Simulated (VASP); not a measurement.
# CoO (P3m1) in VASP: notebook

CoO is run at these levels: LDA; tasks: single point.

Everything below comes from runs of VASP 6.6.1. Logs are shortened: lines on timing, memory, paths and dates and some standing lists are left out, and cuts for length are marked.

### 1 The cell of the first run

The typed cell holds 4 atoms: a = 3.176 Å, b = 3.176 Å, c = 5.194 Å, α = 90.00°, β = 90.00°, γ = 120.00°.

### 2 Single point, LDA, collinear spin, ferromagnetic start

The input, INCAR:

```
  ALGO = Normal
  EDIFF = 1E-7
  ENCUT = 520
  GGA = CA
  ISIF = 2
  ISMEAR = -1
  ISPIN = 2
  LASPH = T
  LCHARG = F
  LMAXMIX = 4
  LORBIT = 11
  LREAL = F
  LWAVE = F
  MAGMOM = 2 2 0 0
  NBANDS = 27
  NELM = 150
  PREC = Accurate
  SIGMA = 0.05
```

The input, KPOINTS:

```
k-points
0
Gamma
  10 10 5
```

The input, POSCAR:

```
CoO
1.0
    3.1761843872      0.0000000000      0.0000000000
   -1.5880921936      2.7506563664      0.0000000000
    0.0000000000      0.0000000000      5.1936166411
Co O
2 2
Direct
    0.3333333333      0.6666666667      0.5033624100
    0.0000000000      0.0000000000      0.0034741400
    0.3333333333      0.6666666667      0.8715556000
    0.0000000000      0.0000000000      0.3716088500
```

Potentials or basis: VASP PAW LDA potentials, release 64 (Co, O).

Command:

```
> cat potpaw_LDA.64/Co/POTCAR potpaw_LDA.64/O/POTCAR > POTCAR
> mpirun -np 1 vasp_std > vasp.out
```

OUTCAR:

```text
EDIFF = 1E-7
   ENCUT = 520
   GGA = CA
   ISIF = 2
   ISMEAR = -1
   ISPIN = 2
   LASPH = T
   LORBIT = 11
   LREAL = F
   NELM = 150
   PREC = Accurate

 ion  position               nearest neighbor table
   1  0.333  0.667  0.503-   3 1.91   4 1.96   4 1.96   4 1.96
   2  0.000  0.000  0.003-   4 1.91   3 1.96   3 1.96   3 1.96
   3  0.333  0.667  0.872-   1 1.91   2 1.96   2 1.96   2 1.96
   4  0.000  0.000  0.372-   2 1.91   1 1.96   1 1.96   1 1.96

  LATTYP: Found a hexagonal cell.
 ALAT       =     3.1761843872
 C/A-ratio  =     1.6351747909

  Lattice vectors:

 A1 = (   3.1761843872,   0.0000000000,   0.0000000000)
 A2 = (  -1.5880921936,   2.7506563664,   0.0000000000)
 A3 = (   0.0000000000,   0.0000000000,   5.1936166411)

Analysis of symmetry for initial positions (statically):
=====================================================================
 Subroutine PRICEL returns:
 Original cell was already a primitive cell.

 Routine SETGRP: Setting up the symmetry group for a
 hexagonal supercell.

 Subroutine GETGRP returns: Found  6 space group operations
 (whereof  6 operations were pure point group operations)
 out of a pool of 24 trial point group operations.

The static configuration has the point symmetry C_3v.

Analysis of symmetry for dynamics (positions and initial velocities):
=====================================================================
 Subroutine PRICEL returns:
 Original cell was already a primitive cell.

 Routine SETGRP: Setting up the symmetry group for a
 hexagonal supercell.

 Subroutine GETGRP returns: Found  6 space group operations
 (whereof  6 operations were pure point group operations)
 out of a pool of 24 trial point group operations.

The dynamic configuration has the point symmetry C_3v.

Analysis of structural, dynamic, and magnetic symmetry:
=====================================================================
 Subroutine PRICEL returns:
 Original cell was already a primitive cell.

 Routine SETGRP: Setting up the symmetry group for a
 hexagonal supercell.

 Subroutine GETGRP returns: Found  6 space group operations
 (whereof  6 operations were pure point group operations)
 out of a pool of 24 trial point group operations.

The overall configuration has the point symmetry C_3v.

 Subroutine INISYM returns: Found  6 space group operations
 (whereof  6 operations are pure point group operations),
 and found     1 'primitive' translations

----------------------------------------------------------------------------------------

                                     Primitive cell

  volume of cell :      45.3745

  direct lattice vectors                    reciprocal lattice vectors
     3.176184387  0.000000000  0.000000000     0.314843182  0.181774796  0.000000000
    -1.588092194  2.750656366  0.000000000     0.000000000  0.363549592  0.000000000
     0.000000000  0.000000000  5.193616641     0.000000000  0.000000000  0.192544053

  length of vectors
     3.176184387  3.176184387  5.193616641     0.363549592  0.363549592  0.192544053

  position of ions in fractional coordinates (direct lattice)
     0.333333333  0.666666667  0.503362410
     0.000000000  0.000000000  0.003474140
     0.333333333  0.666666667  0.871555600
     0.000000000  0.000000000  0.371608850

  ion indices of the primitive-cell ions
   primitive index   ion index
                 1           1
                 2           2
                 3           3
                 4           4

----------------------------------------------------------------------------------------

 KPOINTS: k-points

Automatic generation of k-mesh.
 Grid dimensions read from file:
 generate k-points for:   10   10    5

 Generating k-lattice:

  Cartesian coordinates                     Fractional coordinates (reciprocal lattice)
     0.031484318  0.018177480  0.000000000     0.100000000  0.000000000  0.000000000
     0.000000000  0.036354959  0.000000000     0.000000000  0.100000000  0.000000000
     0.000000000  0.000000000  0.038508811     0.000000000  0.000000000  0.200000000

  Length of vectors
     0.036354959  0.036354959  0.038508811

  Shift w.r.t. Gamma in fractional coordinates (k-lattice)
     0.000000000  0.000000000  0.000000000

 Subroutine IBZKPT returns following result:
 ===========================================

 Found     58 irreducible k-points:

 Following reciprocal coordinates:
            Coordinates               Weight
  0.000000  0.000000  0.000000      1.000000
  0.100000  0.000000  0.000000      6.000000
  0.200000  0.000000  0.000000      6.000000
  0.300000  0.000000  0.000000      6.000000
  0.400000  0.000000  0.000000      6.000000
  0.500000  0.000000  0.000000      3.000000
[... 16 lines left out ...]
  0.000000  0.400000  0.200000      6.000000
  0.500000  0.000000  0.200000      6.000000
 [... further k-points ...]
   k-points           NKPTS =     58   k-points in BZ     NKDIM =     58   number of bands    NBANDS=     27
   number of dos      NEDOS =    301   number of ions     NIONS =      4
   total plane-waves  NPLWV =  23040
   dimension x,y,z NGX =    24 NGY =   24 NGZ =   40
   dimension x,y,z NGXF=    48 NGYF=   48 NGZF=   80
   ions per type =               2   2
   NGX,Y,Z   is equivalent  to a cutoff of  12.56, 12.56, 12.80 a.u.
   NGXF,Y,Z  is equivalent  to a cutoff of  25.12, 25.12, 25.61 a.u.
 SYSTEM =  unknown system
   PREC   = accura    normal or accurate (medium, high low for compatibility)
   ISTART =      0    job   : 0-new  1-cont  2-samecut
   ICHARG =      2    charge: 1-file 2-atom 10-const
   ISPIN  =      2    spin polarized calculation?
   LNONCOLLINEAR =      F non collinear calculations
   LSORBIT =      F    spin-orbit coupling
   LASPH  =      T    aspherical Exc in radial PAW
   ENCUT  =  520.0 eV  38.22 Ry    6.18 a.u.   5.91  5.91  9.66*2*pi/ulx,y,z
   NELM   =    150;   NELMIN=  2; NELMDL= -5     # of ELM steps
   EDIFF  = 0.1E-06   stopping-criterion for ELM
   LREAL  =      F    real-space projection
   EDIFFG = 0.1E-05   stopping-criterion for IOM
   NSW    =      0    number of steps for IOM
   IBRION =     -1    ionic relax: 0-MD 1-quasi-New 2-CG
   NFREE  =      0    steps in history (QN), initial steepest desc. (CG)
   ISIF   =      2    stress and relaxation
   ISYM   =      2    0-nonsym 1-usesym 2-fastsym
   POTIM  = 0.5000    time-step for ionic-motion
   TEBEG  =    0.0;   TEEND  =   0.0 temperature during run
   PSTRESS=    0.0 pullay stress
   NELECT =      30.0000    total number of electrons
   NUPDOWN=      -1.0000    fix difference up-down
   EMIN   =  10.00;   EMAX   =-10.00  energy-range for DOS
   EFERMI =   0.00;   METHOD = LEGACY
   ISMEAR =    -1;   SIGMA  =   0.05  broadening in eV -4-tet -1-fermi 0-gaus
   EFERMI_NEDOS =   21; number of points for ismear=-14 and -15
   IALGO  =     38    algorithm
   IMIX   =      4    mixing-type and parameters
     AMIX     =   0.40;   BMIX     =  1.00
     AMIX_MAG =   1.60;   BMIX_MAG =  1.00
  volume/ion in A,a.u.               =      11.34        76.55
  Fermi-wavevector in a.u.,A,eV,Ry     =   1.426192  2.695112 27.674564  2.034023
  Thomas-Fermi vector in A             =   2.546495
   LORBIT       =     11    0 simple, 1 ext, 2 COOP (PROOUT), +10 PAW based schemes
   GGA     = CA    functional components
   LHFCALC =     F    Hartree Fock is set to
   AEXX    =    0.0000 exact exchange contribution
   IVDW    =     0    specifies the selected vdW correction
   LEPSILON=     F    determine dielectric tensor
   LRPA    =     F    only Hartree local field effects (RPA)
 spin polarized calculation
  energy-cutoff  :      520.00
  volume of cell :       45.37
 maximum number of plane-waves:      1244
   NGX = 11   NGY = 11   NGZ = 19

 number of electron      30.0000005 magnetization       5.0164402

 Free energy of the ion-electron system (eV)
  ---------------------------------------------------
  ext. energy  EPLUGINS =         0.00000000
  ---------------------------------------------------
  free energy    TOTEN  =       -29.80800722 eV

  energy without entropy =      -29.75524986  energy(sigma->0) =      -29.78162854

 E-fermi :   5.7291     XC(G=0): -11.7661

 val. band max:        5.7231052075   @ k =   0.4000   0.2000   0.0000
 cond. band min:       5.7311966638   @ k =   0.4000   0.0000   0.0000
 fundamental gap:      0.0080914562
 Fermi energy:         5.7291452302

 spin component 1

 k-point     1 :       0.0000    0.0000    0.0000
  band No.  band energies     occupation
      1     -14.0959      1.00000
      2     -13.4146      1.00000
      3      -1.3958      1.00000
      4      -0.4710      1.00000
      5      -0.2735      1.00000
      6      -0.2735      1.00000
[... 19 lines left out ...]
     26      20.6519      0.00000
     27      22.2324      0.00000
[... 667 lines left out ...]
      5      -0.1684      1.00000
      6      -0.0049      1.00000
[... 19 lines left out ...]
     26      19.8548      0.00000
     27      21.3614      0.00000

 [... further k-points ...]

 spin component 2

 k-point     1 :       0.0000    0.0000    0.0000
  band No.  band energies     occupation
      1     -13.6347      1.00000
      2     -12.9261      1.00000
      3      -0.9531      1.00000
      4       0.5058      1.00000
      5       0.6514      1.00000
      6       0.6514      1.00000
[... 19 lines left out ...]
     26      21.1071      0.00000
     27      22.8032      0.00000
[... 667 lines left out ...]
      5       0.4719      1.00000
      6       0.8308      1.00000
[... 19 lines left out ...]
     26      20.3491      0.00000
     27      21.9336      0.00000

 [... further k-points ...]

------------------------ aborting loop because EDIFF is reached ----------------------------------------

  FORCE on cell =-STRESS in cart. coord.  units (eV):
  Direction    XX          YY          ZZ          XY          YZ          ZX
  --------------------------------------------------------------------------------------
  -------------------------------------------------------------------------------------
  Total       -4.7023313     -4.7023313     -3.2917393      0.0000000      0.0000000      0.0000000
  in kB     -166.0396741   -166.0396741   -116.2315638      0.0000000      0.0000000      0.0000000
  external PRESSURE =    -149.4369706 kB  Pullay stress =       0.0000000 kB

 VOLUME and BASIS-vectors are now :
 -----------------------------------------------------------------------------
  energy-cutoff  :      520.00
  volume of cell :       45.37
      direct lattice vectors                 reciprocal lattice vectors
     3.176184387  0.000000000  0.000000000     0.314843182  0.181774796  0.000000000
    -1.588092194  2.750656366  0.000000000     0.000000000  0.363549592  0.000000000
     0.000000000  0.000000000  5.193616641     0.000000000  0.000000000  0.192544053

 POSITION                                       TOTAL-FORCE (eV/Angst)
 -----------------------------------------------------------------------------------
     -0.00000      1.83377      2.61427        -0.000000      0.000000     -0.240891
      0.00000      0.00000      0.01804        -0.000000      0.000000     -0.244677
     -0.00000      1.83377      4.52653        -0.000000     -0.000000      0.242500
      0.00000      0.00000      1.92999         0.000000      0.000000      0.243068
 -----------------------------------------------------------------------------------
    total drift:                               -0.000000     -0.000001     -0.000986

  FREE ENERGIE OF THE ION-ELECTRON SYSTEM (eV)
  ---------------------------------------------------
  free  energy   TOTEN  =       -29.8080072235 eV

  energy  without entropy=      -29.7552498574  energy(sigma->0) =      -29.78162854

 total charge

# of ion       s       p       d       tot
------------------------------------------
    1        0.353   0.454   7.236   8.043
    2        0.353   0.454   7.236   8.043
    3        1.542   3.403   0.000   4.945
    4        1.542   3.403   0.000   4.945
--------------------------------------------------
tot          3.789   7.714  14.473  25.976

 magnetization (x)

# of ion       s       p       d       tot
------------------------------------------
    1        0.012   0.050   2.099   2.162
    2        0.012   0.050   2.100   2.163
    3        0.019   0.246   0.000   0.265
    4        0.019   0.245   0.000   0.264
--------------------------------------------------
tot          0.062   0.591   4.200   4.853
```

Run time: 5 min. Hardware: 1 thread of Intel Xeon 8259CL, shared host; peak memory 0.19 GiB.

Results:

| Quantity | Value |
| --- | --- |
| Free energy | -29.8080 eV |
| Pressure | -14.9 GPa |
| Largest force | 0.245 eV/Å |
| Net moment | 5.02 μB per cell |
| Site moments | Co +2.16; O +0.27, +0.26 μB |
| Valence electrons inside the program's atomic spheres | Co 8.04; O 4.95 |

Forces in eV/Å, atoms in the order of the input:
```
Co   0.000  0.000 -0.241
Co   0.000  0.000 -0.245
O    0.000  0.000  0.242
O    0.000  0.000  0.243
```

Stress tensor (GPa, compression positive):
```
-16.60   0.00   0.00
  0.00 -16.60   0.00
  0.00   0.00 -11.62
```

Caveat: the cell stands under tension; semilocal functionals often make such compounds metallic where correlation or magnetic order opens a gap, which also shifts bond lengths. With open d or f shells a metallic result of LDA can be an artefact of self-interaction; +U or a hybrid may open a gap.

### 3 Single point, LDA, collinear spin, ferromagnetic start

This run uses another cell than the first one, of 11.81 Å³/atom.

The input, INCAR:

```
PREC = Accurate
ENCUT = 520
EDIFF = 1E-6
ISMEAR = -1
SIGMA = 0.05
LREAL = F
LASPH = T
NELM = 150
ALGO = Normal
ISIF = 2
LWAVE = F
LCHARG = F
ISPIN = 2
MAGMOM = 2 2 0 0
LORBIT = 11
LMAXMIX = 4
NBANDS = 27
```

The input, KPOINTS:

```
regular mesh
0
Gamma
  10 10 5
```

The input, POSCAR:

```
CoO
1.0
    3.2188228225      0.0000000000      0.0000000000
   -1.6094114113      2.7875823346      0.0000000000
    0.0000000000      0.0000000000      5.2633379358
Co O
2 2
Direct
    0.3333333333      0.6666666667      0.5033624100
    0.0000000000      0.0000000000      0.0034741400
    0.3333333333      0.6666666667      0.8715556000
    0.0000000000      0.0000000000      0.3716088500
```

Potentials or basis: VASP PAW LDA potentials, release 64 (Co, O).

Command:

```
> cat potpaw_LDA.64/Co/POTCAR potpaw_LDA.64/O/POTCAR > POTCAR
> mpirun -np 1 vasp_std > vasp.out
```

It took 4.2 min on 1 thread of Intel Xeon 8259CL, shared host; peak memory 0.19 GiB.

Results (log left out):

```
Free energy                                           : -29.6214 eV
Pressure                                              : -17.7 GPa
Largest force                                         : 0.228 eV/Å
Net moment                                            : 5.49 μB per cell
Site moments                                          : Co +2.35; O +0.30 μB
Valence electrons inside the program's atomic spheres : Co 7.96; O 4.93
```

Forces on the atoms (eV/Å):
```
Co   0.000  0.000 -0.223
Co   0.000  0.000 -0.228
O    0.000  0.000  0.226
O    0.000  0.000  0.225
```

Stress tensor (GPa, compression positive):
```
-18.75   0.00   0.00
  0.00 -18.75   0.00
  0.00   0.00 -15.61
```

Levels at points of the mesh, in eV from the Fermi level:
Spin up:
```
           k point  band 16  band 17  band 18  band 19  band 20  band 21
(0.00, 0.00, 0.00)     0.11     0.35     0.39     0.39     5.35     6.99
(0.50, 0.00, 0.00)    -1.58    -0.53    -0.36     5.58     5.99     7.17
```
Spin down:
| k point | band 10 | band 11 | band 12 | band 13 | band 14 | band 15 |
| --- | --- | --- | --- | --- | --- | --- |
| (0.00, 0.00, 0.00) | -0.65 | -0.13 | -0.13 | -0.11 | 0.64 | 1.34 |
| (0.50, 0.00, 0.00) | -0.75 | -0.17 | -0.03 | -0.02 | 0.00 | 0.47 |

Caveat: the cell stands under tension; semilocal functionals often make such compounds metallic where correlation or magnetic order opens a gap, which also shifts bond lengths. With open d or f shells a metallic result of LDA can be an artefact of self-interaction; +U or a hybrid may open a gap.

### 4 Single point, LDA, collinear spin, ferromagnetic start

This run uses another cell than the first one, of 12.27 Å³/atom.

The input, INCAR:

```
SYSTEM = CoO
ALGO = Normal
EDIFF = 1E-7
ENCUT = 520
GGA = CA
ISIF = 2
ISMEAR = -1
ISPIN = 2
LASPH = .TRUE.
LCHARG = .FALSE.
LMAXMIX = 4
LORBIT = 11
LREAL = .FALSE.
LWAVE = .FALSE.
MAGMOM = 2 2 0 0
NBANDS = 27
NELM = 150
PREC = Accurate
SIGMA = 0.05
```

The input, KPOINTS:

```
k-points
0
G
  10 10 5
  0 0 0
```

The input, POSCAR:

```
CoO
1.0
    3.2603606016      0.0000000000      0.0000000000
   -1.6301803009      2.8235551065      0.0000000000
    0.0000000000      0.0000000000      5.3312594650
Co O
2 2
Direct
    0.3333333333      0.6666666667      0.5033624100
    0.0000000000      0.0000000000      0.0034741400
    0.3333333333      0.6666666667      0.8715556000
    0.0000000000      0.0000000000      0.3716088500
```

Command:

```
> cat potpaw_LDA.64/Co/POTCAR potpaw_LDA.64/O/POTCAR > POTCAR
> mpirun -np 1 vasp_std > vasp.out
```

Run time: 4.4 min. Hardware: 1 thread of Intel Xeon 8259CL, shared host; peak memory 0.2 GiB.

The run converged. Its results:

* Free energy: -29.4014 eV
* Pressure: -20.6 GPa
* Largest force: 0.189 eV/Å
* Net moment: 5.74 μB per cell
* Site moments: Co +2.44; O +0.33 μB
* Valence electrons inside the program's atomic spheres: Co 7.89; O 4.92

Forces on the atoms (eV/Å):
```
Co   0.000  0.000 -0.185
Co   0.000  0.000 -0.189
O    0.000  0.000  0.187
O    0.000  0.000  0.187
```

Stress tensor (GPa, compression positive):
```
-21.18   0.00   0.00
  0.00 -21.18   0.00
  0.00   0.00 -19.38
```

Levels at points of the mesh, in eV from the Fermi level:
Spin up:
```csv
k point,band 16,band 17,band 18,band 19,band 20,band 21
"(0.00, 0.00, 0.00)",0.02,0.24,0.25,0.25,5.16,6.81
"(0.50, 0.00, 0.00)",-1.65,-0.63,-0.47,5.37,5.86,7.02
```
Spin down:
```csv
k point,band 8,band 9,band 10,band 11,band 12,band 13,band 14,band 15,band 16,band 17
"(0.00, 0.00, 0.00)",-4.29,-0.60,-0.60,-0.11,-0.11,-0.08,0.57,1.31,1.31,2.11
"(0.50, 0.00, 0.00)",-4.08,-0.75,-0.67,-0.15,-0.01,0.01,0.01,0.49,0.52,1.32
```

Caveat: the cell stands under tension; semilocal functionals often make such compounds metallic where correlation or magnetic order opens a gap, which also shifts bond lengths.

### 5 The runs side by side

| cell | gap on the mesh (eV) | pressure (GPa) | moment (μB) | largest force (eV/Å) |
| --- | --- | --- | --- | --- |
| a = 3.176, b = 3.176, c = 5.194 Å, angles 90.0, 90.0, 120.0°, 4 atoms | none | -14.9 | 5.02 | 0.24 |
| a = 3.219, b = 3.219, c = 5.263 Å, angles 90.0, 90.0, 120.0°, 4 atoms | none | -17.7 | 5.49 | 0.23 |
| a = 3.260, b = 3.260, c = 5.331 Å, angles 90.0, 90.0, 120.0°, 4 atoms | none | -20.6 | 5.74 | 0.19 |

Alike in all rows: task single point; level LDA; potentials or basis VASP PAW LDA potentials, release 64 (Co, O); spin collinear, ferromagnetic start; k mesh 10 × 10 × 5; cutoff (eV) 520; smearing fermi-dirac 0.05 eV.

Caveats: the cell stands under tension; semilocal functionals often make such compounds metallic where correlation or magnetic order opens a gap, which also shifts bond lengths.

Total energies depend on the potentials used, so only differences within one code and one set of settings carry meaning.
